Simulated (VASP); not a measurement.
# Si (P6_3/mmc) in VASP: single point with HSE06

Aim: the single point of Si with HSE06.

All numbers are computed with VASP 6.6.1; they aren't measurements. Logs are shortened: lines on timing, memory, paths and dates and some standing lists are left out, and cuts for length are marked.

## (1) The cell of the first run

The structure is hexagonal, space group P6_3/mmc (No. 194). Conventional cell: a = 3.768 Å, b = 3.768 Å, c = 6.341 Å, α = 90.00°, β = 90.00°, γ = 120.00°. Si (site symmetry 3m) has 4 Si at 2.32 to 2.36 Å within 3.1 Å.

This isn't the form of Si at room conditions, which is diamond.

## (2) Single point, HSE06 (biaxial xy strain -1.7%)

The input, POSCAR:

```
Si
1.0
    3.7681329780      0.0000000000      0.0000000000
   -1.8840664890      3.2632988838      0.0000000000
    0.0000000000      0.0000000000      6.3412168871
Si
4
Direct
    0.3333333333      0.6666666667      0.0017464934
    0.6666666667      0.3333333333      0.5017464934
    0.3333333333      0.6666666667      0.3732535066
    0.6666666667      0.3333333333      0.8732535066
```

The input, INCAR.step1:

```
SYSTEM = Si
ALGO = Normal ; EDIFF = 1E-5
ENCUT = 520 ; GGA = PE
ISIF = 2 ; ISMEAR = 0
LASPH = .True. ; LREAL = .False.
LWAVE = .True. ; NBANDS = 16
NELM = 80 ; PREC = Accurate
SIGMA = 0.01
```

The input, INCAR.step2:

```
SYSTEM = Si
ALGO = Normal ; EDIFF = 1E-6
ENCUT = 520 ; GGA = PE
HFSCREEN = 0.2079 ; ISIF = 2
ISMEAR = 0 ; ISTART = 1
LASPH = .True. ; LCHARG = .True.
LELF = .True. ; LHFCALC = .True.
LREAL = .False. ; LVHAR = .True.
LWAVE = .False. ; NBANDS = 16
NELM = 80 ; PREC = Accurate
PRECFOCK = Normal ; SIGMA = 0.01
```

The input, KPOINTS:

```
k-points
0
Gamma
  6 6 4
  0 0 0
```

Potentials or basis: VASP PAW PBE potentials, release 64 (Si).

The run is started by

```console
$ cat potpaw_PBE.64/Si/POTCAR > POTCAR
$ cp INCAR.step1 INCAR
$ mpirun -np 1 vasp_std > vasp.out
$ cp INCAR.step2 INCAR
$ mpirun -np 1 vasp_std > vasp.out
```

OUTCAR:

```text
SYSTEM = Si
   EDIFF = 1E-6
   ENCUT = 520
   GGA = PE
   HFSCREEN = 0.2079
   ISIF = 2
   ISMEAR = 0
   ISTART = 1
   LASPH = .True.
   LHFCALC = .True.
   LREAL = .False.
   NELM = 80
   PREC = Accurate
   PRECFOCK = Normal

 ion  position               nearest neighbor table
   1  0.333  0.667  0.002-   4 2.32   4 2.32   4 2.32   3 2.36
   2  0.667  0.333  0.502-   3 2.32   3 2.32   3 2.32   4 2.36
   3  0.333  0.667  0.373-   2 2.32   2 2.32   2 2.32   1 2.36
   4  0.667  0.333  0.873-   1 2.32   1 2.32   1 2.32   2 2.36

  LATTYP: Found a hexagonal cell.
 ALAT       =     3.7681329780
 C/A-ratio  =     1.6828537963

  Lattice vectors:

 A1 = (   3.7681329780,   0.0000000000,   0.0000000000)
 A2 = (  -1.8840664890,   3.2632988838,   0.0000000000)
 A3 = (   0.0000000000,   0.0000000000,   6.3412168871)

Analysis of symmetry for initial positions (statically):
=====================================================================
 Subroutine PRICEL returns:
 Original cell was already a primitive cell.

 Routine SETGRP: Setting up the symmetry group for a
 hexagonal supercell.

 Subroutine GETGRP returns: Found 24 space group operations
 (whereof  6 operations were pure point group operations)
 out of a pool of 24 trial point group operations.

The static configuration has the point symmetry C_3v.
 The point group associated with its full space group is D_6h.

Analysis of symmetry for dynamics (positions and initial velocities):
=====================================================================
 Subroutine PRICEL returns:
 Original cell was already a primitive cell.

 Routine SETGRP: Setting up the symmetry group for a
 hexagonal supercell.

 Subroutine GETGRP returns: Found 24 space group operations
 (whereof  6 operations were pure point group operations)
 out of a pool of 24 trial point group operations.

The dynamic configuration has the point symmetry C_3v.
 The point group associated with its full space group is D_6h.

 Subroutine INISYM returns: Found 24 space group operations
 (whereof  6 operations are pure point group operations),
 and found     1 'primitive' translations

----------------------------------------------------------------------------------------

                                     Primitive cell

  volume of cell :      77.9751

  direct lattice vectors                    reciprocal lattice vectors
     3.768132978  0.000000000  0.000000000     0.265383416  0.153219186  0.000000000
    -1.884066489  3.263298884  0.000000000     0.000000000  0.306438373  0.000000000
     0.000000000  0.000000000  6.341216887     0.000000000  0.000000000  0.157698438

  length of vectors
     3.768132978  3.768132978  6.341216887     0.306438373  0.306438373  0.157698438

  position of ions in fractional coordinates (direct lattice)
     0.333333333  0.666666667  0.001746493
     0.666666667  0.333333333  0.501746493
     0.333333333  0.666666667  0.373253507
     0.666666667  0.333333333  0.873253507

  ion indices of the primitive-cell ions
   primitive index   ion index
                 1           1
                 2           2
                 3           3
                 4           4

----------------------------------------------------------------------------------------

 KPOINTS: k-points

Automatic generation of k-mesh.
 Grid dimensions read from file:
 generate k-points for:    6    6    4

 Generating k-lattice:

  Cartesian coordinates                     Fractional coordinates (reciprocal lattice)
     0.044230569  0.025536531  0.000000000     0.166666667  0.000000000  0.000000000
     0.000000000  0.051073062  0.000000000     0.000000000  0.166666667  0.000000000
     0.000000000  0.000000000  0.039424610     0.000000000  0.000000000  0.250000000

  Length of vectors
     0.051073062  0.051073062  0.039424610

  Shift w.r.t. Gamma in fractional coordinates (k-lattice)
     0.000000000  0.000000000  0.000000000

 Subroutine IBZKPT returns following result:
 ===========================================

 Found     21 irreducible k-points:

 Following reciprocal coordinates:
            Coordinates               Weight
  0.000000  0.000000  0.000000      1.000000
  0.166667 -0.000000  0.000000      6.000000
  0.333333  0.000000  0.000000      6.000000
  0.500000  0.000000  0.000000      3.000000
  0.166667  0.166667  0.000000      6.000000
  0.333333  0.166667  0.000000     12.000000
[... 13 lines left out ...]
  0.333333  0.166667  0.500000     12.000000
  0.333333  0.333333  0.500000      2.000000
   k-points           NKPTS =     21   k-points in BZ     NKDIM =    144   number of bands    NBANDS=     16
   number of dos      NEDOS =    301   number of ions     NIONS =      4
   total plane-waves  NPLWV =  37632
   dimension x,y,z NGX =    28 NGY =   28 NGZ =   48
   dimension x,y,z NGXF=    56 NGYF=   56 NGZF=   96
   ions per type =               4
   NGX,Y,Z   is equivalent  to a cutoff of  12.35, 12.35, 12.58 a.u.
   NGXF,Y,Z  is equivalent  to a cutoff of  24.71, 24.71, 25.17 a.u.
 SYSTEM =  Si
   PREC   = accura    normal or accurate (medium, high low for compatibility)
   ISTART =      1    job   : 0-new  1-cont  2-samecut
   ICHARG =      0    charge: 1-file 2-atom 10-const
   ISPIN  =      1    spin polarized calculation?
   LNONCOLLINEAR =      F non collinear calculations
   LSORBIT =      F    spin-orbit coupling
   LASPH  =      T    aspherical Exc in radial PAW
   ENCUT  =  520.0 eV  38.22 Ry    6.18 a.u.   7.01  7.01 11.79*2*pi/ulx,y,z
   NELM   =     80;   NELMIN=  2; NELMDL=  0     # of ELM steps
   EDIFF  = 0.1E-05   stopping-criterion for ELM
   LREAL  =      F    real-space projection
   EDIFFG = 0.1E-04   stopping-criterion for IOM
   NSW    =      0    number of steps for IOM
   IBRION =     -1    ionic relax: 0-MD 1-quasi-New 2-CG
   NFREE  =      0    steps in history (QN), initial steepest desc. (CG)
   ISIF   =      2    stress and relaxation
   ISYM   =      3    0-nonsym 1-usesym 2-fastsym
   POTIM  = 0.5000    time-step for ionic-motion
   TEBEG  =    0.0;   TEEND  =   0.0 temperature during run
   PSTRESS=    0.0 pullay stress
   NELECT =      16.0000    total number of electrons
   NUPDOWN=      -1.0000    fix difference up-down
   EMIN   =  10.00;   EMAX   =-10.00  energy-range for DOS
   EFERMI =   0.00;   METHOD = LEGACY
   ISMEAR =     0;   SIGMA  =   0.01  broadening in eV -4-tet -1-fermi 0-gaus
   EFERMI_NEDOS =   21; number of points for ismear=-14 and -15
   IALGO  =     38    algorithm
   IMIX   =      1    mixing-type and parameters
     AMIX     =   0.40;   BMIX     =  1.00
     AMIX_MAG =   1.60;   BMIX_MAG =  1.00
  volume/ion in A,a.u.               =      19.49       131.55
  Fermi-wavevector in a.u.,A,eV,Ry     =   0.965598  1.824715 12.685788  0.932379
  Thomas-Fermi vector in A             =   2.095328
   LORBIT       =      0    0 simple, 1 ext, 2 COOP (PROOUT), +10 PAW based schemes
   GGA     = PE    functional components
   LHFCALC =     T    Hartree Fock is set to
   PRECFOCK=normal    Normal, Fast or Accurate (Low or Medium for compatibility)
   ENCUT4O =  -1.0   cutoff for four orbital integrals eV
   NKREDX  =     1    reduce k-point grid by
   NKREDY  =     1    reduce k-point grid by
   NKREDZ  =     1    reduce k-point grid by
   AEXX    =    0.2500 exact exchange contribution
   HFSCREEN=    0.2079 screening length (either q_TF or 0.3 A-1)
   HFSCREENC=   0.2079 screening length for correlation (either q_TF or 0.3 A-1)
   ENCUTFOCK=  -1.0 apply spherical cutoff to Coloumb kernel
   IVDW    =     0    specifies the selected vdW correction
   LEPSILON=     F    determine dielectric tensor
   LRPA    =     F    only Hartree local field effects (RPA)
 non-spin polarized calculation
 Gauss-broadening in eV      SIGMA  =   0.01
  energy-cutoff  :      520.00
  volume of cell :       77.98
 maximum number of plane-waves:      2116
 NGX is ok and might be reduce to    28
  NGX = 24; NGY = 24; NGZ = 40

 number of electron      16.0000000 magnetization

 Free energy of the ion-electron system (eV)
  ---------------------------------------------------
  ext. energy  EPLUGINS =         0.00000000
  ---------------------------------------------------
  free energy    TOTEN  =       -25.00347339 eV

  energy without entropy =      -25.00347339  energy(sigma->0) =      -25.00347339

 E-fermi :   6.2034     XC(G=0):  -7.9270

 val. band max:        6.0962494256   @ k =   0.0000   0.0000   0.0000
 cond. band min:       7.0500073380   @ k =   0.5000   0.0000   0.0000
 fundamental gap:      0.9537579125
 Fermi energy:         6.2034075867

 k-point     1 :       0.0000    0.0000    0.0000
  band No.  band energies     occupation
      1      -7.7562      2.00000
      2      -5.2312      2.00000
      3      -2.1609      2.00000
      4       4.4496      2.00000
      5       4.4496      2.00000
      6       5.5252      2.00000
[... 8 lines left out ...]
     15      11.1422      0.00000
     16      12.9269      0.00000

 k-point     2 :       0.1667   -0.0000    0.0000
  band No.  band energies     occupation
      1      -7.3848      2.00000
      2      -4.8498      2.00000
      3      -1.9619      2.00000
      4       2.3663      2.00000
      5       3.8255      2.00000
      6       4.0867      2.00000
[... 8 lines left out ...]
     15      12.4145      0.00000
     16      12.6302      0.00000

 k-point     3 :       0.3333    0.0000    0.0000
  band No.  band energies     occupation
      1      -6.3201      2.00000
      2      -3.7473      2.00000
      3      -2.1718      2.00000
      4       0.4995      2.00000
      5       1.1501      2.00000
      6       2.9897      2.00000
[... 8 lines left out ...]
     15      14.2770      0.00000
     16      14.3413      0.00000

 k-point     4 :       0.5000    0.0000    0.0000
  band No.  band energies     occupation
      1      -5.2051      2.00000
      2      -3.4325      2.00000
      3      -2.5539      2.00000
      4      -0.7108      2.00000
      5       0.7707      2.00000
      6       2.6704      2.00000
[... 8 lines left out ...]
     15      13.2473      0.00000
     16      15.1522      0.00000

 k-point     5 :       0.1667    0.1667    0.0000
  band No.  band energies     occupation
      1      -6.6610      2.00000
      2      -4.1025      2.00000
      3      -1.8871      2.00000
      4       0.9980      2.00000
      5       2.1614      2.00000
      6       2.3272      2.00000
[... 8 lines left out ...]
     15      12.1792      0.00000
     16      13.5704      0.00000

 k-point     6 :       0.3333    0.1667    0.0000
  band No.  band energies     occupation
      1      -5.3631      2.00000
      2      -2.9916      2.00000
      3      -2.7371      2.00000
      4      -0.1028      2.00000
      5       0.7519      2.00000
      6       1.5137      2.00000
[... 8 lines left out ...]
     15      13.4943      0.00000
     16      13.5151      0.00000
[... 210 lines left out ...]
 k-point    18 :       0.5000    0.0000    0.5000
  band No.  band energies     occupation
      1      -4.4281      2.00000
      2      -4.4281      2.00000
      3      -2.1353      2.00000
      4      -2.1353      2.00000
      5       3.2149      2.00000
      6       3.2149      2.00000
[... 8 lines left out ...]
     15      15.0967      0.00000
     16      15.0967      0.00000

 k-point    19 :       0.1667    0.1667    0.5000
  band No.  band energies     occupation
      1      -5.7991      2.00000
      2      -5.7991      2.00000
      3       0.2660      2.00000
      4       0.2660      2.00000
      5       2.8429      2.00000
      6       2.8429      2.00000
[... 8 lines left out ...]
     15      12.5936      0.00000
     16      12.5936      0.00000

 k-point    20 :       0.3333    0.1667    0.5000
  band No.  band energies     occupation
      1      -4.5580      2.00000
      2      -4.5580      2.00000
      3      -1.6284      2.00000
      4      -1.6284      2.00000
      5       2.0220      2.00000
      6       2.0220      2.00000
[... 8 lines left out ...]
     15      14.0807      0.00000
     16      14.0807      0.00000

 k-point    21 :       0.3333    0.3333    0.5000
  band No.  band energies     occupation
      1      -3.7605      2.00000
      2      -3.7605      2.00000
      3      -2.2823      2.00000
      4      -2.2823      2.00000
      5       0.9733      2.00000
      6       0.9733      2.00000
[... 8 lines left out ...]
     15      13.4476      0.00000
     16      13.4476      0.00000

------------------------ aborting loop because EDIFF is reached ----------------------------------------

  FORCE on cell =-STRESS in cart. coord.  units (eV):
  Direction    XX          YY          ZZ          XY          YZ          ZX
  --------------------------------------------------------------------------------------
  -------------------------------------------------------------------------------------
  Total        1.9896777      1.9896777      0.2659433      0.0000000     -0.0000000      0.0000000
  in kB       40.8825175     40.8825175      5.4644189      0.0000000     -0.0000000      0.0000000
  external PRESSURE =      29.0764847 kB  Pullay stress =       0.0000000 kB

 VOLUME and BASIS-vectors are now :
 -----------------------------------------------------------------------------
  energy-cutoff  :      520.00
  volume of cell :       77.98
      direct lattice vectors                 reciprocal lattice vectors
     3.768132978  0.000000000  0.000000000     0.265383416  0.153219186  0.000000000
    -1.884066489  3.263298884  0.000000000     0.000000000  0.306438373  0.000000000
     0.000000000  0.000000000  6.341216887     0.000000000  0.000000000  0.157698438

 POSITION                                       TOTAL-FORCE (eV/Angst)
 -----------------------------------------------------------------------------------
     -0.00000      2.17553      0.01107        -0.000000      0.000000     -0.023391
      1.88407      1.08777      3.18168         0.000000      0.000000     -0.023391
     -0.00000      2.17553      2.36688        -0.000000      0.000000      0.023391
      1.88407      1.08777      5.53749         0.000000     -0.000000      0.023391
 -----------------------------------------------------------------------------------
    total drift:                               -0.000000     -0.000000     -0.000000

  FREE ENERGIE OF THE ION-ELECTRON SYSTEM (eV)
  ---------------------------------------------------
  free  energy   TOTEN  =       -25.0034733865 eV

  energy  without entropy=      -25.0034733865  energy(sigma->0) =      -25.00347339
```

Run time: 81 min. Hardware: 1 thread of AMD EPYC 7R43 (Zen 3), shared host; peak memory 0.27 GiB.

Results:

```
Free energy            : -25.0035 eV
Pressure               : 2.9 GPa
Largest force          : 0.023 eV/Å
Band gap on the k mesh : 0.95 eV (least direct gap 1.98 eV)
```

Forces in eV/Å, atoms in the order of the input:
```
Si   0.000  0.000 -0.023
Si   0.000  0.000 -0.023
Si   0.000  0.000  0.023
Si   0.000  0.000  0.023
```

Stress tensor (GPa, compression positive):
```
4.09 0.00 0.00
0.00 4.09 0.00
0.00 0.00 0.55
```

Caveat: the cell differs from its parent crystal (biaxial xy strain -1.7%); the PAW data sets were made with another functional, which shifts forces and pressure a little. A k mesh can miss the band edges.
